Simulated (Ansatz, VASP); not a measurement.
**One calculation of KF, two programs**

```
CELL_PARAMETERS angstrom
0.00000 2.71033 2.71033
2.71033 0.00000 2.71033
2.71033 2.71033 0.00000
ATOMIC_POSITIONS crystal
K 0.00000 0.00000 0.00000
F 0.50000 0.50000 0.50000
```

Alike in both runs: functional PBE; k mesh 8 × 8 × 8; occupations gaussian, width 0.02 eV; no spin polarisation.

Ansatz relaxed the structure, and its values are those at the end. VASP's run is a single point on that final structure, the one shown.

```csv
,VASP,Ansatz
version,VASP 6.6.1,Ansatz 0.2.0
potentials or method,"VASP PAW PBE potentials, release 64 (K_sv, F), cutoff 520 eV","scalar-relativistic, plane waves, PAW"
valence electrons in the cell,16,16
```

VASP gave:

| Property | Result |
| --- | --- |
| gap on the k mesh at the Fermi level (eV) | 5.95 |
| least direct gap on the mesh (eV) | 5.95 |
| pressure (GPa) | 0.0 |

Q: Which values does Ansatz return?

A: gap on the k mesh at the Fermi level (eV): 5.96; least direct gap on the mesh (eV): 5.96; pressure (GPa): 0.0.

With one functional, cell and mesh, what is left measures potentials, basis and numerics.
